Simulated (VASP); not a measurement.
Crystal: BN.

```xyz
4
Lattice="2.4913 0.0000 0.0000 -1.2457 2.1576 0.0000 0.0000 0.0000 3.9819" Properties=species:S:1:pos:R:3 pbc="T T T"
B     0.0000    0.0000    0.0000
B     0.0000    0.0000    1.9909
N     0.0000    1.4384    0.9955
N     1.2457    0.7192    2.9864
```

This cell differs from its parent crystal: uniaxial z strain -0.5%.

Base run:

```yaml
Program: VASP 6.6.1
Functional: r2SCAN
Potentials_or_basis: VASP PAW PBE potentials, release 64 (B, N)
Cutoff: 520 eV
k_mesh: 12 × 12 × 6
Occupations: gaussian, width 0.01 eV
Spin: no spin polarisation
```

Its results: band gap on the k mesh 1.91 eV, indirect (least direct gap 5.71 eV); pressure 2.4 GPa.

Task: The run is repeated on the same cell with these changes: functional from r2SCAN to HSE06; k mesh from 12 × 12 × 6 to 9 × 9 × 4. What comes out?

Result: Band gap on the k mesh 2.71 eV, indirect (least direct gap 6.77 eV); pressure -5.6 GPa.

Several settings changed at once, so the effect can't be laid on one alone.

Caveats: the PAW data sets were made with another functional, which shifts forces and pressure a little.

A k mesh can miss the band edges.
